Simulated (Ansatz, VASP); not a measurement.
# AlN in VASP and in Ansatz

```
Al N
1.0
     0.00000    2.27183    2.27183
     2.27183    0.00000    2.27183
     2.27183    2.27183    0.00000
Al N
1 1
Direct
  0.00000 0.00000 0.00000
  0.75000 0.75000 0.75000
```

Change from the starting cell: hydrostatic strain +4.0%.

Alike in both runs: task single point; functional PBE; k mesh 10 × 10 × 10; occupations fermi-dirac, width 0.02 eV; no spin polarisation.

|  | VASP | Ansatz |
| --- | --- | --- |
| version | VASP 6.6.1 | Ansatz 0.2.0 |
| potentials or method | VASP PAW PBE potentials, release 64 (Al, N) | plane waves, PAW |
| plane-wave cutoff (eV) | 520 | 420 |
| valence electrons in the cell | 8 | 8 |

Ansatz gave:

```
gap on the k mesh at the Fermi level (eV) : 3.18
pressure (GPa)                            : -15.1
```

Task: Which values does VASP return?

Result: gap on the k mesh at the Fermi level (eV): 3.19; pressure (GPa): -15.3.

With one functional, cell and mesh, what is left measures potentials, basis and numerics.
